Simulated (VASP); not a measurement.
Wanted: the native input for a VASP 6.6.1 run.

| Quantity | Value |
| --- | --- |
| Task | single point |
| Functional | PBE |
| Potentials or basis | VASP PAW PBE potentials, release 64 (B, N) |
| Cutoff | 600 eV |
| k mesh | 7 × 7 × 3 |
| Occupations | fermi-dirac, width 0.01 eV |
| Spin | no spin polarisation |
| Dipole correction | no |
| Further INCAR settings | ALGO = Normal; EDIFF = 1e-06; NBANDS = 16 |

The structure of BN lies in POSCAR:

```
BN
1.0
    2.4982400000      0.0000000000      0.0000000000
   -1.2491200000      2.1635390000      0.0000000000
    0.0000000000      0.0000000000      6.6357000000
B N
2 2
Direct
    0.3333333333      0.6666666667      0.2500000000
    0.6666666667      0.3833333333      0.7500000000
    0.3333333333      0.6666666667      0.7500000000
    0.6666666667      0.3333333333      0.2500000000
```

The input as run:

INCAR

```
ALGO = Normal
EDIFF = 1E-6
ENCUT = 600
GGA = PE
GGA_COMPAT = False
ISIF = 2
ISMEAR = -1
LASPH = True
LCHARG = False
LREAL = False
LWAVE = False
NBANDS = 16
NELM = 120
PREC = Accurate
SIGMA = 0.01
```

KPOINTS

```
k-points
0
Gamma
  7 7 3
```

Potentials or basis: VASP PAW PBE potentials, release 64 (B, N).

The run is started by

```console
$ cat potpaw_PBE.64/B/POTCAR potpaw_PBE.64/N/POTCAR > POTCAR
$ mpirun -np 1 vasp_std > vasp.out
```

Results of the run:

```json
{"Pressure": "8.0 GPa", "Largest force": "5.437 eV/Å", "Band gap on the k mesh": "4.04 eV, indirect (least direct gap 4.32 eV)"}
```

Caveat: this functional lacks dispersion, which binds the layers, so the pressure and a relaxed spacing across them are unreliable; forces of over 1 eV/Å act on the atoms, so gaps and moduli don't describe the material at rest.

It took 30 s on 1 thread of Intel(R) Xeon(R) Platinum 8488C (Sapphire Rapids) (shared host), peak memory 0.16 GiB.
